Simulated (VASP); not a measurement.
Write the native input for VASP 6.6.1 that does the following.

| Quantity | Value |
| --- | --- |
| Task | single point |
| Functional | PBE |
| Potentials or basis | VASP PAW PBE potentials, release 64 (Cd, Se) |
| Cutoff | 520 eV |
| k mesh | 6 × 6 × 4 |
| Occupations | gaussian, width 0.05 eV |
| Spin | no spin polarisation |
| Dipole correction | no |
| Further INCAR settings | ALGO = Normal; EDIFF = 1e-07; NBANDS = 26 |

The structure of CdSe lies in POSCAR:

```
CdSe
1.0
    4.2984999142      0.0000000000      0.0000000000
   -2.1492499571      3.7226101239      0.0000000000
    0.0000000000      0.0000000000      7.0152000000
Cd Se
2 2
Direct
    0.7069609750      0.4139219499     -0.0427642833
    0.3333333333      0.6666666667      0.5000000000
    0.6666666667      0.3333333333      0.3750000000
    0.3333333333      0.6666666667      0.8750000000
```

This cell differs from its parent crystal: atom 1 (Cd) moved by (+0.300, -0.300) A along y and z.

The input as run:

INCAR

```
SYSTEM = CdSe
PREC = Accurate ; ENCUT = 520
EDIFF = 1E-7 ; ISMEAR = 0
SIGMA = 0.05 ; LREAL = .False.
LASPH = .True. ; NELM = 100
ALGO = Normal ; ISIF = 2
LWAVE = .False. ; LCHARG = .False.
GGA = PE ; NBANDS = 26
```

KPOINTS

```
regular mesh
0
Gamma
  6 6 4
  0 0 0
```

Potentials or basis: VASP PAW PBE potentials, release 64 (Cd, Se).

The run is started by

```sh
$ cat potpaw_PBE.64/Cd/POTCAR potpaw_PBE.64/Se/POTCAR > POTCAR
$ mpirun -np 1 vasp_std > vasp.out
```

It gave:

```
Pressure               : 5.2 GPa
Largest force          : 2.145 eV/Å
Band gap on the k mesh : 0.61 eV, direct
```

Caveat: the cell differs from its parent crystal (atom 1 (Cd) moved by (+0.300, -0.300) A along y and z); forces of over 1 eV/Å act on the atoms, so gaps and moduli don't describe the material at rest.

Run time: 96 s on 1 thread of Intel(R) Xeon(R) Platinum 8259CL CPU @ 2.50GHz (Skylake/Cascade Lake) (shared host), peak memory 0.29 GiB.
